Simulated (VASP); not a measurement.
# Ta (Im-3m) in VASP: settings compared, part 2 of 2

VASP 6.6.1. The steps go on from the part before.

### Step 5. Electric field gradients, PBEsol

This run uses another cell than the first one, of 18.13 Å³/atom, 0.943 times its volume.

INCAR

```
SYSTEM = Ta
PREC = Accurate
ENCUT = 520
EDIFF = 1E-8
ISMEAR = -1
SIGMA = 0.05
LREAL = .FALSE.
LASPH = .TRUE.
NELM = 60
ALGO = Normal
ISIF = 2
LWAVE = .FALSE.
LCHARG = .FALSE.
GGA = PS
LEFG = .TRUE.
NBANDS = 12
```

KPOINTS

```
regular mesh
0
G
  14 14 14
  0 0 0
```

POSCAR

```
Ta
1.0
   -1.6549278069      1.6549278069      1.6549278069
    1.6549278069     -1.6549278069      1.6549278069
    1.6549278069      1.6549278069     -1.6549278069
Ta
1
Direct
    0.0000000000      0.0000000000      0.0000000000
```

Potentials or basis: VASP PAW PBE potentials, release 64 (Ta_pv).

Command:

```bash
cat potpaw_PBE.64/Ta_pv/POTCAR > POTCAR
mpirun -np 1 vasp_std > vasp.out
```

OUTCAR:

```text
SYSTEM = Ta
   PREC = Accurate
   ENCUT = 520
   EDIFF = 1E-8
   ISMEAR = -1
   LREAL = .FALSE.
   LASPH = .TRUE.
   NELM = 60
   ISIF = 2
   GGA = PS

 ion  position               nearest neighbor table
   1  0.000  0.000  0.000-

  LATTYP: Found a body centered cubic cell.
 ALAT       =     3.3098556138

  Lattice vectors:

 A1 = (  -1.6549278069,   1.6549278069,   1.6549278069)
 A2 = (   1.6549278069,  -1.6549278069,   1.6549278069)
 A3 = (   1.6549278069,   1.6549278069,  -1.6549278069)

Analysis of symmetry for initial positions (statically):
=====================================================================
 Subroutine PRICEL returns:
 Original cell was already a primitive cell.

 Routine SETGRP: Setting up the symmetry group for a
 body centered cubic supercell.

 Subroutine GETGRP returns: Found 48 space group operations
 (whereof 48 operations were pure point group operations)
 out of a pool of 48 trial point group operations.

The static configuration has the point symmetry O_h .

Analysis of symmetry for dynamics (positions and initial velocities):
=====================================================================
 Subroutine PRICEL returns:
 Original cell was already a primitive cell.

 Routine SETGRP: Setting up the symmetry group for a
 body centered cubic supercell.

 Subroutine GETGRP returns: Found 48 space group operations
 (whereof 48 operations were pure point group operations)
 out of a pool of 48 trial point group operations.

The dynamic configuration has the point symmetry O_h .

 Subroutine INISYM returns: Found 48 space group operations
 (whereof 48 operations are pure point group operations),
 and found     1 'primitive' translations

----------------------------------------------------------------------------------------

                                     Primitive cell

  volume of cell :      18.1300

  direct lattice vectors                    reciprocal lattice vectors
    -1.654927807  1.654927807  1.654927807     0.000000000  0.302127983  0.302127983
     1.654927807 -1.654927807  1.654927807     0.302127983  0.000000000  0.302127983
     1.654927807  1.654927807 -1.654927807     0.302127983  0.302127983  0.000000000

  length of vectors
     2.866419044  2.866419044  2.866419044     0.427273491  0.427273491  0.427273491

  position of ions in fractional coordinates (direct lattice)
     0.000000000  0.000000000  0.000000000

  ion indices of the primitive-cell ions
   primitive index   ion index
                 1           1

----------------------------------------------------------------------------------------

 KPOINTS: regular mesh

Automatic generation of k-mesh.
 Grid dimensions read from file:
 generate k-points for:   14   14   14

 Generating k-lattice:

  Cartesian coordinates                     Fractional coordinates (reciprocal lattice)
     0.000000000  0.021580570  0.021580570     0.071428571  0.000000000  0.000000000
     0.021580570  0.000000000  0.021580570     0.000000000  0.071428571  0.000000000
[... 67 lines left out ...]
   TEBEG  =    0.0;   TEEND  =   0.0 temperature during run
   PSTRESS=    0.0 pullay stress
   NELECT =      11.0000    total number of electrons
   NUPDOWN=      -1.0000    fix difference up-down
   EMIN   =  10.00;   EMAX   =-10.00  energy-range for DOS
   EFERMI =   0.00;   METHOD = LEGACY
   ISMEAR =    -1;   SIGMA  =   0.05  broadening in eV -4-tet -1-fermi 0-gaus
   EFERMI_NEDOS =   21; number of points for ismear=-14 and -15
   IALGO  =     38    algorithm
   IMIX   =      4    mixing-type and parameters
     AMIX     =   0.40;   BMIX     =  1.00
     AMIX_MAG =   1.60;   BMIX_MAG =  1.00
  volume/ion in A,a.u.               =      18.13       122.35
  Fermi-wavevector in a.u.,A,eV,Ry     =   1.385926  2.619020 26.133942  1.920791
  Thomas-Fermi vector in A             =   2.510290
   LORBIT       =      0    0 simple, 1 ext, 2 COOP (PROOUT), +10 PAW based schemes
   GGA     = PS    functional components
   LHFCALC =     F    Hartree Fock is set to
   AEXX    =    0.0000 exact exchange contribution
   IVDW    =     0    specifies the selected vdW correction
   LEPSILON=     F    determine dielectric tensor
   LRPA    =     F    only Hartree local field effects (RPA)
 non-spin polarized calculation
  energy-cutoff  :      520.00
  volume of cell :       18.13
 maximum number of plane-waves:       498
 NGX is ok and might be reduce to    24

 number of electron      11.0000001 magnetization

 Free energy of the ion-electron system (eV)
  ---------------------------------------------------
  ext. energy  EPLUGINS =         0.00000000
  ---------------------------------------------------
  free energy    TOTEN  =       -12.55485900 eV

  energy without entropy =      -12.54661625  energy(sigma->0) =      -12.55073763

 E-fermi :   5.2591     XC(G=0): -12.6952

 val. band max:        5.2249848940   @ k =  -0.3571   0.4286   0.1429
 cond. band min:       5.2774397681   @ k =   0.0714   0.0714   0.0714
 fundamental gap:      0.0524548741
 Fermi energy:         5.2591267118

 k-point     1 :       0.0000    0.0000    0.0000
  band No.  band energies     occupation
      1     -27.7864      2.00000
      2     -27.7864      2.00000
      3     -27.7864      2.00000
      4      -2.6355      2.00000
      5       5.9865      0.00000
      6       5.9865      0.00000
      7       5.9865      0.00000
      8       9.2336      0.00000
      9       9.2336      0.00000
     10      19.9037      0.00000
     11      20.2786      0.00000
     12      20.2786      0.00000
[... 331 lines left out ...]
 k-point    24 :       0.3571    0.2857   -0.0000
  band No.  band energies     occupation
      1     -28.6734      2.00000
      2     -28.4969      2.00000
      3     -27.9312      2.00000
      4       2.7200      2.00000
      5       4.0200      2.00000
      6       4.5678      2.00000
      7       9.4517      0.00000
      8      10.0208      0.00000
      9      14.0958      0.00000
     10      16.2911      0.00000
     11      18.0775      0.00000
     12      19.9127      0.00000

 [... further k-points ...]
[... 5 lines left out ...]
  --------------------------------------------------------------------------------------
  -------------------------------------------------------------------------------------
  Total       -0.5633990     -0.5633990     -0.5633990      0.0000000      0.0000000     -0.0000000
  in kB      -49.7885504    -49.7885504    -49.7885504      0.0000000      0.0000000     -0.0000000
  external PRESSURE =     -49.7885504 kB  Pullay stress =       0.0000000 kB

 VOLUME and BASIS-vectors are now :
 -----------------------------------------------------------------------------
  energy-cutoff  :      520.00
  volume of cell :       18.13
      direct lattice vectors                 reciprocal lattice vectors
    -1.654927807  1.654927807  1.654927807     0.000000000  0.302127983  0.302127983
     1.654927807 -1.654927807  1.654927807     0.302127983  0.000000000  0.302127983
     1.654927807  1.654927807 -1.654927807     0.302127983  0.302127983  0.000000000

 POSITION                                       TOTAL-FORCE (eV/Angst)
 -----------------------------------------------------------------------------------
      0.00000      0.00000      0.00000        -0.000000      0.000000      0.000000
 -----------------------------------------------------------------------------------
    total drift:                               -0.000000      0.000000     -0.000000

  FREE ENERGIE OF THE ION-ELECTRON SYSTEM (eV)
  ---------------------------------------------------
  free  energy   TOTEN  =       -12.5548590030 eV

  energy  without entropy=      -12.5466162479  energy(sigma->0) =      -12.55073763

 Electric field gradients (V/A^2)
---------------------------------------------------------------------
 ion       V_xx      V_yy      V_zz      V_xy      V_xz      V_yz
---------------------------------------------------------------------
   1       0.000     0.000    -0.000     0.000     0.000     0.000
---------------------------------------------------------------------

 Electric field gradients after diagonalization (V/A^2)
 (convention: |V_zz| > |V_xx| > |V_yy|)
----------------------------------------------------------------------
 ion       V_xx      V_yy      V_zz     asymmetry (V_yy - V_xx)/ V_zz
----------------------------------------------------------------------
   1      -0.000    -0.000     0.000       0.000
----------------------------------------------------------------------

           NMR quadrupolar parameters

 Cq : quadrupolar parameter    Cq=e*Q*V_zz/h
 eta: asymmetry parameters     (V_yy - V_xx)/ V_zz
 Q  : nuclear electric quadrupole moment in mb (millibarn)
----------------------------------------------------------------------
 ion       Cq(MHz)       eta       Q (mb)
----------------------------------------------------------------------
   1       0.000       0.000       1.000
----------------------------------------------------------------------
```

OSZICAR:

```text
N       E                     dE             d eps       ncg     rms          rms(c)
DAV:   1     0.614043265791E+02    0.61404E+02   -0.61094E+03  2516   0.874E+02
DAV:   2    -0.120072203773E+02   -0.73412E+02   -0.71621E+02  2856   0.248E+02
DAV:   3    -0.130677637367E+02   -0.10605E+01   -0.10505E+01  2968   0.278E+01
DAV:   4    -0.130705084315E+02   -0.27447E-02   -0.27433E-02  2780   0.158E+00
DAV:   5    -0.130705178667E+02   -0.94352E-05   -0.94357E-05  3008   0.873E-02    0.136E+01
DAV:   6    -0.126740242364E+02    0.39649E+00   -0.31385E-01  2972   0.592E+00    0.657E+00
DAV:   7    -0.125563992872E+02    0.11762E+00   -0.27148E-01  2844   0.505E+00    0.364E-01
DAV:   8    -0.125548574240E+02    0.15419E-02   -0.74618E-03  2804   0.653E-01    0.587E-02
DAV:   9    -0.125548629592E+02   -0.55352E-05   -0.38564E-05  2952   0.589E-02    0.244E-02
DAV:  10    -0.125548590613E+02    0.38979E-05   -0.34179E-06  2716   0.206E-02    0.310E-03
DAV:  11    -0.125548590562E+02    0.51461E-08   -0.17580E-07  2768   0.462E-03    0.524E-04
DAV:  12    -0.125548590039E+02    0.52317E-07   -0.26748E-09  1784   0.622E-04    0.809E-05
DAV:  13    -0.125548590030E+02    0.84583E-09   -0.16026E-10  1516   0.160E-04
   1 F= -.12554859E+02 E0= -.12550738E+02  d E =-.824276E-02
```

It took 15 s on 1 thread of Intel Xeon 6975P-C, shared host; peak memory 0.15 GiB.

What came out:

| Item | Value |
| --- | --- |
| Free energy | -12.5549 eV |
| Pressure | -5.0 GPa |

Caveat: without QUAD_EFG the Cq values of the log hold for a quadrupole moment of 1 mb, not for the nuclei; the PAW data sets were made with another functional, which shifts forces and pressure a little; spin-orbit coupling is left out, which moves the levels of the heavy elements.

### Step 6. Overview

```csv
task,level,potentials or basis,cell,k mesh for the DOS,occupations for the DOS,gap on the mesh (eV),pressure (GPa)
electric field gradients,LDA,"VASP PAW LDA potentials, release 64 (Ta_pv)","a = 2.923 Å, angles 109.5°, 1 atom",-,-,none,-19.0
density of states,LDA,"VASP PAW LDA potentials, release 64 (Ta_pv)","a = 2.866 Å, angles 109.5°, 1 atom",21 × 21 × 21,tetrahedron,-,-
electric field gradients,PBEsol,"VASP PAW PBE potentials, release 64 (Ta_pv)","a = 2.866 Å, angles 109.5°, 1 atom",-,-,none,-5.0
```

Alike in all rows: no spin polarisation; k mesh 14 × 14 × 14; cutoff (eV) 520; smearing fermi-dirac 0.05 eV.

Caveats: spin-orbit coupling is left out, which moves the levels of the heavy elements; the PAW data sets were made with another functional, which shifts forces and pressure a little (some runs).

Total energies depend on the potentials used, so only differences within one code and one set of settings carry meaning.
